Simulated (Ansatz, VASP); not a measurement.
## MgBe2S3 in VASP and in Ansatz

Contents of INCAR:

```
  PREC = Accurate
  ENCUT = 600
  EDIFF = 1E-7
  ISMEAR = 0
  SIGMA = 0.02
  LREAL = F
  LASPH = T
  NELM = 60
  ALGO = Normal
  ISIF = 3
  LWAVE = F
  LCHARG = F
  GGA = PE
  IBRION = 2
  NSW = 100
  EDIFFG = -0.01
```

KPOINTS

```
regular mesh
0
Gamma
  8 8 4
```

The input POSCAR:

```
MgBe2S3
1.0
    3.3454456423      0.0000000000      0.0000000000
    0.0000000000      3.3454456423      0.0000000000
    0.0000000000      0.0000000000     11.1849352269
Mg Be S
1 2 3
Direct
    0.0000000000      0.0000000000      0.0000000000
    0.0000000000      0.5000000000      0.5710940877
    0.5000000000      0.0000000000      0.4289059123
    0.5000000000      0.5000000000      0.0000000000
    0.0000000000      0.5000000000      0.3865814600
    0.5000000000      0.0000000000      0.6134185400
```

Input for Ansatz:

```yaml
crystal:
  lattice:
    - [3.3454456423, 0.0, 0.0]
    - [0.0, 3.3454456423, 0.0]
    - [0.0, 0.0, 11.1849352269]
  atoms:
    - { symbol: Mg, position: [0.0, 0.0, 0.0] }
    - { symbol: Be, position: [0.0, 0.5, 0.5710940877] }
    - { symbol: Be, position: [0.5, 0.0, 0.4289059123] }
    - { symbol: S, position: [0.5, 0.5, 0.0] }
    - { symbol: S, position: [0.0, 0.5, 0.38658146] }
    - { symbol: S, position: [0.5, 0.0, 0.61341854] }
basis:
  ecutwfc: 420
kpoints:
  mp_grid: { grid: [8, 8, 4] }
hamiltonian:
  xc: pbe
scf:
  occupations: { method: gaussian, width: 0.02 }
output:
  forces: true
  stress: true
  eigenvalues: true
relax:
  adjacent_minimum: "off"
  f_tol: 0.01
  max_steps: 80
  cell: { stress_tol: 0.05 }
```

Change from the starting cell: species swapped into the Zr2CuSb3 type (P-4m2, No. 115).

Alike in both runs: task relaxation of cell and atoms; functional PBE; k mesh 8 × 8 × 4; occupations gaussian, width 0.02 eV; no spin polarisation.

```csv
,VASP,Ansatz
version,VASP 6.6.1,Ansatz 0.2.0
potentials or method,"VASP PAW PBE potentials, release 64 (Mg, Be, S), cutoff 600 eV","scalar-relativistic, plane waves, PAW"
valence electrons in the cell,24,32
```

|  | VASP | Ansatz | Ansatz less VASP |
| --- | --- | --- | --- |
| gap on the k mesh at the Fermi level, each at its own relaxed structure (eV) | 1.02 | 1.01 | -0.009 |
| relaxed volume (Å³/atom) | 20.82 | 21.23 | +0.409 |
| relaxed cell length with the largest relative difference (Å) | 11.184 | 11.396 | +0.2125 |

VASP's potentials hold 24 valence electrons a cell and Ansatz's 32, so a difference there can come from the potentials and not from the codes.
